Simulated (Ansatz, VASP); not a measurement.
## FeO in VASP and in Ansatz

INCAR

```
  ALGO = Normal
  EDIFF = 1E-6
  ENCUT = 520
  GGA = CA
  ISIF = 2
  ISMEAR = -1
  ISPIN = 2
  LASPH = True
  LCHARG = False
  LMAXMIX = 4
  LORBIT = 11
  LREAL = False
  LWAVE = False
  MAGMOM = 3 0
  NBANDS = 18
  NELM = 150
  PREC = Accurate
  SIGMA = 0.05
```

KPOINTS

```
k-points
0
Gamma
  11 11 11
```

File POSCAR:

```
FeO
1.0
    1.5188209023      0.8768916568      2.5195772846
   -1.5188209023      0.8768916568      2.5195772846
    0.0000000000     -1.7537833136      2.5195772846
Fe O
1 1
Direct
    0.0000000000      0.0000000000      0.0000000000
    0.5000000000      0.5000000000      0.5000000000
```

input.yaml

```yaml
crystal:
  lattice:
    - [1.5188209023, 0.8768916568, 2.5195772846]
    - [-1.5188209023, 0.8768916568, 2.5195772846]
    - [0.0, -1.7537833136, 2.5195772846]
  atoms:
    - { symbol: Fe, position: [0.0, 0.0, 0.0], spin: 3.0 }
    - { symbol: O, position: [0.5, 0.5, 0.5] }
kpoints:
  mp_grid: { grid: [11, 11, 11] }
  band_path:
    path:
      - [0.0, 0.0, 0.0]
      - [0.5, 0.0, 0.0]
      - [0.5, 0.2474171719, -0.2474171719]
    npoints: 8
scf:
  occupations: { method: fermi_dirac, width: 0.05 }
hamiltonian:
  xc: lda
  pseudopotentials: { kind: all_electron, lapw: { basis_error: 0.001 } }
magnetization:
  spin_polarized: true
output:
  forces: true
  stress: true
  eigenvalues: true
```

Alike in both runs: functional LDA; k mesh 11 × 11 × 11; occupations fermi-dirac, width 0.05 eV; collinear spin.

```csv
,VASP,Ansatz
version,VASP 6.6.1,Ansatz 0.2.0
potentials or method,"VASP PAW LDA potentials, release 64 (Fe, O), cutoff 520 eV","all-electron LAPW, scalar-relativistic"
task,single point,band structure
```

```csv
,VASP,Ansatz,Ansatz less VASP
gap on the k mesh at the Fermi level (eV),none,none,-
pressure (GPa),-16.2,-16.4,-0.23
"traceless stress, the component that is largest in VASP (GPa)",-0.75,-0.74,+0.019
net moment per atom (μB),2.00,2.00,+0.003
size of the moment on the site where the two differ most (μB),0.32,0.34,+0.022
```

LDA's correlation is that of Perdew and Zunger in VASP and of Perdew and Wang (1992) in Ansatz. Site moments also hang on the region over which each program counts them. A gap of «none» marks a metal or a gap that the smearing closes. Ansatz ran all-electron here, and VASP with PAW potentials.
